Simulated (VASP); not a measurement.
Here is a VASP 6.6.1 calculation.

File INCAR:

```
PREC = Accurate ; ENCUT = 600
EDIFF = 1E-7 ; ISMEAR = 0
SIGMA = 0.01 ; LREAL = F
LASPH = T ; NELM = 120
ALGO = Normal ; ISIF = 3
LWAVE = F ; LCHARG = F
GGA = PS ; IBRION = 2
NSW = 80 ; EDIFFG = -0.002
PSTRESS = 65.5 ; GGA_COMPAT = F
NELMIN = 4 ; KPAR = 4
```

KPOINTS

```
Automatic mesh
0
Gamma
  4 6 4
```

The input POSCAR:

```
PbF2
1.0
    6.1410531060      0.0000000000      0.0000000000
    0.0000000000      3.7610885823      0.0000000000
    0.0000000000      0.0000000000      7.4740720315
Pb F
4 8
Direct
    0.7450689315      0.7500000000      0.1160303348
    0.2549310685      0.2500000000      0.8839696652
    0.7549310685      0.2500000000      0.6160303348
    0.2450689315      0.7500000000      0.3839696652
    0.1417680465      0.7500000000      0.0616901289
    0.8582319535      0.2500000000      0.9383098711
    0.3582319535      0.2500000000      0.5616901289
    0.6417680465      0.7500000000      0.4383098711
    0.5386102217      0.7500000000      0.8310583488
    0.4613897783      0.2500000000      0.1689416512
    0.9613897783      0.2500000000      0.3310583488
    0.0386102217      0.7500000000      0.6689416512
```

Potentials or basis: VASP PAW PBE potentials, release 64 (Pb_d, F).

Launch:

```bash
$ cat potpaw_PBE.64/Pb_d/POTCAR potpaw_PBE.64/F/POTCAR > POTCAR
$ mpirun -np 4 vasp_std > vasp.out
```

(1) Predict the space group after relaxing (to 0.1 Å).

(2) Estimate the band gap on the k mesh.

(3) What does it give for the relaxed volume?

(4) Estimate the relaxed cell.

Results:

(1) Pnma (No. 62).

(2) 3.93 eV (least direct gap 4.17 eV).

(3) 14.34 Å³/atom.

(4) a = 6.125 Å, b = 3.758 Å, c = 7.474 Å, α = 90.00°, β = 90.00°, γ = 90.00°.

Caveat: the cell is relaxed towards a set pressure, so the run minimises the enthalpy, not the energy; the PAW data sets were made with another functional, which shifts forces and pressure a little; spin-orbit coupling is left out, which moves the levels of the heavy elements.
